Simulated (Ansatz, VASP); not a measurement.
**Two plane-wave programs on TaN**

```
Ta N
1.0
     0.00000    2.21132    2.21132
     2.21132    0.00000    2.21132
     2.21132    2.21132    0.00000
Ta N
1 1
Direct
  0.50000 0.50000 0.50000
  0.00000 0.00000 0.00000
```

Alike in both runs: task single point; functional PBE; k mesh 10 × 10 × 10; occupations gaussian, width 0.015 eV; no spin polarisation.

```csv
,VASP,Ansatz
version,VASP 6.6.1,Ansatz 0.2.0
potentials or method,"VASP PAW PBE potentials, release 64 (Ta_pv, N)",Ansatz PAW
plane-wave cutoff (eV),520,420
valence electrons in the cell,16,18
```

```tsv
	VASP	Ansatz	Ansatz less VASP
gap on the k mesh at the Fermi level (eV)	none	none	-
pressure (GPa)	-0.6	-1.4	-0.78
```

A gap of «none» marks a metal or a gap that the smearing closes. VASP's potentials hold 16 valence electrons a cell and Ansatz's 18, so a difference there can come from the potentials and not from the codes.

Neither program's run includes spin-orbit coupling.
